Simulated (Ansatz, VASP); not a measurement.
## InSb in VASP and in Ansatz

File POSCAR:

```
InSb
1.0
    0.0000000000      3.3174249877      3.3174249877
    3.3174249877      0.0000000000      3.3174249877
    3.3174249877      3.3174249877      0.0000000000
In Sb
1 1
Direct
    0.0000000000      0.0000000000      0.0000000000
    0.2500000000      0.2500000000      0.2500000000
```

INCAR.step1

```
SYSTEM = InSb
PREC = Accurate
ENCUT = 520
ISMEAR = 0
SIGMA = 0.1
LREAL = .False.
LASPH = .True.
NELM = 80
NBANDS = 16
GGA = PE
ALGO = Normal
EDIFF = 1E-4
LWAVE = .True.
LCHARG = .False.
```

Contents of INCAR.step2:

```
SYSTEM = InSb
PREC = Accurate
ENCUT = 520
EDIFF = 1E-6
ISMEAR = 0
SIGMA = 0.1
LREAL = .False.
LASPH = .True.
NELM = 80
ALGO = Normal
ISIF = 2
LWAVE = .False.
LCHARG = .True.
METAGGA = R2SCAN
LMIXTAU = .True.
LELF = .True.
LVHAR = .True.
NBANDS = 16
ISTART = 1
```

KPOINTS

```
Automatic mesh
0
Gamma
  12 12 12
  0 0 0
```

Input for Ansatz:

```yaml
crystal:
  lattice:
    - [0.0, 3.3174249888, 3.3174249888]
    - [3.3174249888, 0.0, 3.3174249888]
    - [3.3174249888, 3.3174249888, 0.0]
  atoms:
    - { symbol: In, position: [0.0, 0.0, 0.0] }
    - { symbol: Sb, position: [0.25, 0.25, 0.25] }
basis:
  ecutwfc: 500
kpoints:
  mp_grid: { grid: [12, 12, 12] }
  band_path:
    path:
      - [[0.0, 0.0, 0.0], [-0.5, -0.5, 0.0], [-0.375, -0.375, 0.25]]
      - [[-0.375, 0.0, 0.375], [0.0, 0.0, 0.0], [0.0, 0.0, 0.5], [-0.5, -0.25, 0.25], [-0.5, -0.5, 0.0]]
    npoints: 14
hamiltonian:
  xc: r2scan
scf:
  occupations: { method: gaussian, width: 0.1 }
  n_extra_bands: 6
output:
  forces: true
  stress: true
  eigenvalues: true
  populations: true
  dos: { projected: true, de: 0.02, nscf_kmesh: { grid: [18, 18, 18] } }
  bader: true
  write_density: true
  write_potential: true
  elf: true
  volumetric_format: npy
```

Alike in both runs: task single point; functional r2SCAN; k mesh 12 × 12 × 12; occupations gaussian, width 0.1 eV; no spin polarisation.

|  | VASP | Ansatz |
| --- | --- | --- |
| version | VASP 6.6.1 | Ansatz 0.2.0 |
| potentials or method | VASP PAW PBE potentials, release 64 (In_d, Sb), cutoff 520 eV | scalar-relativistic, plane waves, PAW |
| valence electrons in the cell | 18 | 28 |

```tsv
	VASP	Ansatz	Ansatz less VASP
gap on the k mesh at the Fermi level (eV)	none	none	-
pressure (GPa)	-1.4	-1.4	0.00
```

VASP's potentials were made for PBE, not for r2SCAN. A gap of «none» marks a metal or a gap that the smearing closes. VASP's potentials hold 18 valence electrons a cell and Ansatz's 28, so a difference there can come from the potentials and not from the codes.

Neither program's run includes spin-orbit coupling.
